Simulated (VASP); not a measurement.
# C in VASP: single point with PBE+D3(BJ)

Aim: the single point of C with PBE+D3(BJ).

Program: VASP 6.6.1. These are calculated values, not measurements. Logs are shortened: lines on timing, memory, paths and dates and some standing lists are left out, and cuts for length are marked.

### Step 1. The cell of the first run

The typed cell holds 2 atoms: a = 4.008 Å, b = 3.609 Å, c = 2.465 Å, α = 80.16°, β = 62.54°, γ = 37.30°.

### Step 2. Single point, PBE+D3(BJ)

INCAR

```
SYSTEM = C
  PREC = Accurate
  ENCUT = 520
  EDIFF = 1E-6
  ISMEAR = 0
  SIGMA = 0.03
  LREAL = .False.
  LASPH = .True.
  NELM = 60
  ALGO = Normal
  ISIF = 2
  LWAVE = .False.
  LCHARG = .False.
  GGA = PE
  IVDW = 12
  NBANDS = 11
```

KPOINTS

```
regular mesh
0
Gamma
  16 16 16
  0 0 0
```

POSCAR

```
C
1.0
    0.0000000000      2.1341717713      3.3921351652
    1.2328129398      0.0000000000      3.3921351652
    1.2328129398      2.1341717713      0.0000000000
C
2
Direct
    0.1666503903      0.8333349378      0.1666487001
    0.8333496097      0.1666650622      0.8333512999
```

Potentials or basis: VASP PAW PBE potentials, release 64 (C).

Launch:

```console
$ cat potpaw_PBE.64/C/POTCAR > POTCAR
$ mpirun -np 1 vasp_std > vasp.out
```

OUTCAR:

```text
SYSTEM = C
   PREC = Accurate
   ENCUT = 520
   EDIFF = 1E-6
   ISMEAR = 0
   LREAL = .False.
   LASPH = .True.
   NELM = 60
   ISIF = 2
   GGA = PE
   IVDW = 12
 IVDW          = 12

 ion  position               nearest neighbor table
   1  0.167  0.833  0.167-   2 1.42   2 1.42   2 1.42
   2  0.833  0.167  0.833-   1 1.42   1 1.42   1 1.42

  LATTYP: Found a face centered orthorhombic cell.
 ALAT       =     2.4656258796
 B/A-ratio  =     1.7311399827
 C/A-ratio  =     2.7515408508

  Lattice vectors:

 A1 = (   0.0000000000,   2.1341717713,   3.3921351652)
 A2 = (   1.2328129398,   0.0000000000,   3.3921351652)
 A3 = (   1.2328129398,   2.1341717713,   0.0000000000)

Analysis of symmetry for initial positions (statically):
=====================================================================
 Subroutine PRICEL returns:
 Original cell was already a primitive cell.

 Routine SETGRP: Setting up the symmetry group for a
 face centered orthorhombic supercell.

 Subroutine GETGRP returns: Found  2 space group operations
 (whereof  2 operations were pure point group operations)
 out of a pool of  8 trial point group operations.

The static configuration has the point symmetry S_2 .

Analysis of symmetry for dynamics (positions and initial velocities):
=====================================================================
 Subroutine PRICEL returns:
 Original cell was already a primitive cell.

 Routine SETGRP: Setting up the symmetry group for a
 face centered orthorhombic supercell.

 Subroutine GETGRP returns: Found  2 space group operations
 (whereof  2 operations were pure point group operations)
 out of a pool of  8 trial point group operations.

The dynamic configuration has the point symmetry S_2 .

 Subroutine INISYM returns: Found  2 space group operations
 (whereof  2 operations are pure point group operations),
 and found     1 'primitive' translations

----------------------------------------------------------------------------------------

                                     Primitive cell

  volume of cell :      17.8496

  direct lattice vectors                    reciprocal lattice vectors
     0.000000000  2.134171771  3.392135165    -0.405576535  0.234282923  0.147399787
     1.232812940  0.000000000  3.392135165     0.405576535 -0.234282923  0.147399787
     1.232812940  2.134171771  0.000000000     0.405576535  0.234282923 -0.147399787

  length of vectors
     4.007651448  3.609211648  2.464653504     0.491026996  0.491026996  0.491026996

  position of ions in fractional coordinates (direct lattice)
     0.166650390  0.833334938  0.166648700
     0.833349610  0.166665062  0.833351300

  ion indices of the primitive-cell ions
   primitive index   ion index
                 1           1
                 2           2

----------------------------------------------------------------------------------------

 KPOINTS: regular mesh

Automatic generation of k-mesh.
 Grid dimensions read from file:
 generate k-points for:   16   16   16

 Generating k-lattice:

  Cartesian coordinates                     Fractional coordinates (reciprocal lattice)
    -0.025348533  0.014642683  0.009212487     0.062500000 -0.000000000 -0.000000000
     0.025348533 -0.014642683  0.009212487     0.000000000  0.062500000  0.000000000
     0.025348533  0.014642683 -0.009212487     0.000000000  0.000000000  0.062500000

  Length of vectors
     0.030689187  0.030689187  0.030689187

  Shift w.r.t. Gamma in fractional coordinates (k-lattice)
     0.000000000  0.000000000  0.000000000

 Subroutine IBZKPT returns following result:
 ===========================================

 Found   2052 irreducible k-points:

 Following reciprocal coordinates:
            Coordinates               Weight
  0.000000  0.000000  0.000000      1.000000
  0.062500  0.000000  0.000000      2.000000
 -0.062500 -0.062500 -0.062500      2.000000
 -0.000000 -0.000000  0.062500      2.000000
  0.000000  0.062500  0.000000      2.000000
  0.125000  0.000000  0.000000      2.000000
[... 16 lines left out ...]
 -0.375000 -0.375000 -0.375000      2.000000
 -0.000000 -0.000000  0.375000      2.000000
 [... further k-points ...]
   k-points           NKPTS =   2052   k-points in BZ     NKDIM =   2052   number of bands    NBANDS=     11
   number of dos      NEDOS =    301   number of ions     NIONS =      2
   total plane-waves  NPLWV =  15120
   dimension x,y,z NGX =    30 NGY =   28 NGZ =   18
   dimension x,y,z NGXF=    60 NGYF=   56 NGZF=   36
   ions per type =               2
   NGX,Y,Z   is equivalent  to a cutoff of  12.44, 12.90, 12.14 a.u.
   NGXF,Y,Z  is equivalent  to a cutoff of  24.89, 25.79, 24.28 a.u.
 SYSTEM =  C
   PREC   = accura    normal or accurate (medium, high low for compatibility)
   ISTART =      0    job   : 0-new  1-cont  2-samecut
   ICHARG =      2    charge: 1-file 2-atom 10-const
   ISPIN  =      1    spin polarized calculation?
   LNONCOLLINEAR =      F non collinear calculations
   LSORBIT =      F    spin-orbit coupling
   LASPH  =      T    aspherical Exc in radial PAW
   ENCUT  =  520.0 eV  38.22 Ry    6.18 a.u.   7.45  6.71  4.58*2*pi/ulx,y,z
   NELM   =     60;   NELMIN=  2; NELMDL= -5     # of ELM steps
   EDIFF  = 0.1E-05   stopping-criterion for ELM
   LREAL  =      F    real-space projection
   EDIFFG = 0.1E-04   stopping-criterion for IOM
   NSW    =      0    number of steps for IOM
   IBRION =     -1    ionic relax: 0-MD 1-quasi-New 2-CG
   NFREE  =      0    steps in history (QN), initial steepest desc. (CG)
   ISIF   =      2    stress and relaxation
   ISYM   =      2    0-nonsym 1-usesym 2-fastsym
   POTIM  = 0.5000    time-step for ionic-motion
   TEBEG  =    0.0;   TEEND  =   0.0 temperature during run
   PSTRESS=    0.0 pullay stress
   NELECT =       8.0000    total number of electrons
   NUPDOWN=      -1.0000    fix difference up-down
   EMIN   =  10.00;   EMAX   =-10.00  energy-range for DOS
   EFERMI =   0.00;   METHOD = LEGACY
   ISMEAR =     0;   SIGMA  =   0.03  broadening in eV -4-tet -1-fermi 0-gaus
   EFERMI_NEDOS =   21; number of points for ismear=-14 and -15
   IALGO  =     38    algorithm
   IMIX   =      4    mixing-type and parameters
     AMIX     =   0.40;   BMIX     =  1.00
     AMIX_MAG =   1.60;   BMIX_MAG =  1.00
  volume/ion in A,a.u.               =       8.92        60.23
  Fermi-wavevector in a.u.,A,eV,Ry     =   1.252838  2.367521 21.355747  1.569603
  Thomas-Fermi vector in A             =   2.386719
   LORBIT       =      0    0 simple, 1 ext, 2 COOP (PROOUT), +10 PAW based schemes
   GGA     = PE    functional components
   LHFCALC =     F    Hartree Fock is set to
   AEXX    =    0.0000 exact exchange contribution
   IVDW    =    12    specifies the selected vdW correction
   LEPSILON=     F    determine dielectric tensor
   LRPA    =     F    only Hartree local field effects (RPA)
 non-spin polarized calculation
 Gauss-broadening in eV      SIGMA  =   0.03
  energy-cutoff  :      520.00
  volume of cell :       17.85
 maximum number of plane-waves:       499
 NGX is ok and might be reduce to    30
   NGX = 15   NGY = 13   NGZ =  9

 number of electron       8.0000001 magnetization

 Free energy of the ion-electron system (eV)
  ---------------------------------------------------
  ext. energy  EPLUGINS =         0.00000000
  ---------------------------------------------------
  free energy    TOTEN  =       -18.42405937 eV

  energy without entropy =      -18.42405937  energy(sigma->0) =      -18.42405937

 E-fermi :   4.5065     XC(G=0): -10.2457

 val. band max:        4.3635773905   @ k =   0.5000   0.1250  -0.3125
 cond. band min:       4.6261298694   @ k =   0.0000   0.3125   0.3125
 fundamental gap:      0.2625524788
 Fermi energy:         4.5065223378

 k-point     1 :       0.0000    0.0000    0.0000
  band No.  band energies     occupation
      1     -15.0571      2.00000
      2      -2.0238      2.00000
      3       1.5680      2.00000
      4       1.5923      2.00000
      5       8.7800      0.00000
      6      12.9228      0.00000
      7      12.9691      0.00000
      8      15.9812      0.00000
      9      17.1954      0.00000
     10      27.2159      0.00000
     11      29.8839      0.00000

 k-point     2 :       0.0625    0.0000    0.0000
  band No.  band energies     occupation
      1     -14.9614      2.00000
      2      -1.9398      2.00000
      3       1.2131      2.00000
      4       1.3790      2.00000
      5       8.9395      0.00000
      6      13.0055      0.00000
      7      13.3328      0.00000
      8      15.6398      0.00000
      9      17.3700      0.00000
     10      27.5235      0.00000
     11      29.0551      0.00000

 k-point     3 :      -0.0625   -0.0625   -0.0625
  band No.  band energies     occupation
      1     -14.9614      2.00000
      2      -1.9398      2.00000
      3       1.2141      2.00000
      4       1.3779      2.00000
      5       8.9395      0.00000
      6      13.0042      0.00000
      7      13.3342      0.00000
      8      15.6398      0.00000
      9      17.3699      0.00000
     10      27.5235      0.00000
     11      29.0548      0.00000

 k-point     4 :      -0.0000   -0.0000    0.0625
  band No.  band energies     occupation
      1     -14.9614      2.00000
      2      -1.9398      2.00000
      3       1.2141      2.00000
      4       1.3779      2.00000
      5       8.9395      0.00000
      6      13.0042      0.00000
      7      13.3342      0.00000
      8      15.6398      0.00000
      9      17.3699      0.00000
     10      27.5235      0.00000
     11      29.0548      0.00000

 k-point     5 :       0.0000    0.0625    0.0000
  band No.  band energies     occupation
      1     -14.9614      2.00000
      2      -1.9398      2.00000
      3       1.2131      2.00000
      4       1.3790      2.00000
      5       8.9395      0.00000
      6      13.0055      0.00000
      7      13.3328      0.00000
      8      15.6398      0.00000
      9      17.3700      0.00000
     10      27.5235      0.00000
     11      29.0551      0.00000
[... 211 lines left out ...]
 k-point    21 :       0.0000    0.3125    0.0000
  band No.  band energies     occupation
      1     -12.7083      2.00000
      2      -4.4444      2.00000
      3      -1.0074      2.00000
      4       0.0780      2.00000
      5       9.8502      0.00000
      6      12.2519      0.00000
      7      12.8247      0.00000
      8      20.1431      0.00000
      9      20.9003      0.00000
     10      22.6707      0.00000
     11      27.3085      0.00000

 k-point    22 :       0.3750    0.0000    0.0000
  band No.  band energies     occupation
      1     -11.7090      2.00000
      2      -6.0734      2.00000
      3      -1.4424      2.00000
      4       0.9464      2.00000
      5       8.1957      0.00000
      6      12.1655      0.00000
      7      14.2209      0.00000
      8      20.3898      0.00000
      9      22.2120      0.00000
     10      23.0682      0.00000
     11      26.6851      0.00000

 k-point    23 :      -0.3750   -0.3750   -0.3750
  band No.  band energies     occupation
      1     -11.7090      2.00000
      2      -6.0730      2.00000
      3      -1.4429      2.00000
      4       0.9462      2.00000
      5       8.1962      0.00000
      6      12.1652      0.00000
      7      14.2210      0.00000
      8      20.3897      0.00000
      9      22.2129      0.00000
     10      23.0675      0.00000
     11      26.6851      0.00000

 k-point    24 :      -0.0000   -0.0000    0.3750
  band No.  band energies     occupation
      1     -11.7089      2.00000
      2      -6.0730      2.00000
      3      -1.4429      2.00000
      4       0.9461      2.00000
      5       8.1966      0.00000
      6      12.1652      0.00000
      7      14.2204      0.00000
      8      20.3899      0.00000
      9      22.2129      0.00000
     10      23.0668      0.00000
     11      26.6851      0.00000

 [... further k-points ...]

------------------------ aborting loop because EDIFF is reached ----------------------------------------

 Edisp (eV)   -0.30857

 E8    (eV) :    -0.0873

  FORCE on cell =-STRESS in cart. coord.  units (eV):
  Direction    XX          YY          ZZ          XY          YZ          ZX
  --------------------------------------------------------------------------------------
  -------------------------------------------------------------------------------------
  Total       0.07869     0.05808     0.00818    -0.00045     0.00001    -0.00002
  in kB       7.06316     5.21284     0.73381    -0.04009     0.00060    -0.00171
  external pressure =        4.34 kB  Pullay stress =        0.00 kB

 VOLUME and BASIS-vectors are now :
 -----------------------------------------------------------------------------
  energy-cutoff  :      520.00
  volume of cell :       17.85
      direct lattice vectors                 reciprocal lattice vectors
     0.000000000  2.134171771  3.392135165    -0.405576535  0.234282923  0.147399787
     1.232812940  0.000000000  3.392135165     0.405576535 -0.234282923  0.147399787
     1.232812940  2.134171771  0.000000000     0.405576535  0.234282923 -0.147399787

 POSITION                                       TOTAL-FORCE (eV/Angst)
 -----------------------------------------------------------------------------------
      1.23279      0.71132      3.39209         0.002161      0.000143      0.001641
      1.23283      3.55703      3.39218        -0.002161     -0.000143     -0.001641
 -----------------------------------------------------------------------------------
    total drift:                               -0.000000     -0.000000     -0.000000

  FREE ENERGIE OF THE ION-ELECTRON SYSTEM (eV)
  ---------------------------------------------------
  free  energy   TOTEN  =       -18.7326319257 eV

  energy  without entropy=      -18.7326319257  energy(sigma->0) =      -18.73263193
```

Wall time 2.9 min (1 thread of Intel Xeon 6975P-C (Granite Rapids), shared host); peak memory 0.42 GiB.

Results:

```
Free energy                : -18.7326 eV
Pressure                   : 0.4 GPa
Dispersion energy per atom : -0.154 eV
```

Forces on the atoms (eV/Å):
```
C    0.002  0.000  0.002
C   -0.002  0.000 -0.002
```
